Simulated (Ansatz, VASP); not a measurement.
## KC: VASP beside Ansatz

```
K C
1.0
     0.00000    3.24697    3.24697
     3.24697    0.00000    3.24697
     3.24697    3.24697    0.00000
K C
1 1
Direct
  0.75000 0.75000 0.75000
  0.00000 0.00000 0.00000
```

Change from the starting cell: species swapped into the CdTe type (F-43m, No. 216).

Alike in both runs: functional PBE; k mesh 6 × 6 × 6; occupations gaussian, width 0.2 eV; no spin polarisation.

Ansatz relaxed the structure, and its values are those at the end. VASP's run is a single point on that final structure, the one shown.

|  | VASP | Ansatz |
| --- | --- | --- |
| version | VASP 6.6.1 | Ansatz 0.2.0 |
| potentials or method | VASP PAW PBE potentials, release 64 (K_sv, C), cutoff 600 eV | scalar-relativistic, plane waves, PAW |
| valence electrons in the cell | 13 | 13 |

```tsv
	VASP	Ansatz	Ansatz less VASP
gap on the k mesh at the Fermi level (eV)	none	none	-
pressure (GPa)	0.6	0.6	-0.04
```

A gap of «none» marks a metal or a gap that the smearing closes. With one functional, cell and mesh, what is left measures potentials, basis and numerics.
